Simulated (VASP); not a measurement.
Runs of VASP 6.6.1 on Ba. The structure is that of space group Im-3m (No. 229), or close to it. The cells are those of the table. 

```tsv
task	cell	cutoff (eV)	gap on the mesh (eV)	pressure (GPa)
relaxation of cell and atoms	relaxed from a = 4.341 Å, angles 109.5°, 1 atom	600	none	0.0
single point	a = 4.299 Å, angles 109.5°, 1 atom	520	none	0.6
single point	a = 4.475 Å, angles 109.5°, 1 atom	520	none	(a)
single point	a = 4.432 Å, angles 109.5°, 1 atom	520	none	-0.2
single point	a = 4.389 Å, angles 109.5°, 1 atom	520	none	0.1
```

Alike in all rows: level r2SCAN; potentials or basis VASP PAW PBE potentials, release 64 (Ba_sv); no spin polarisation; k mesh 12 × 12 × 12; smearing gaussian 0.1 eV.

Q: Fill in the values left out.

A: (a) -0.4.

Caveats: the PAW data sets were made with another functional, which shifts forces and pressure a little; spin-orbit coupling is left out, which moves the levels of the heavy elements.

A k mesh can miss the band edges, and the runs leave out spin-orbit coupling on Ba.

A gap of «none» marks levels without a gap at the run's occupations.
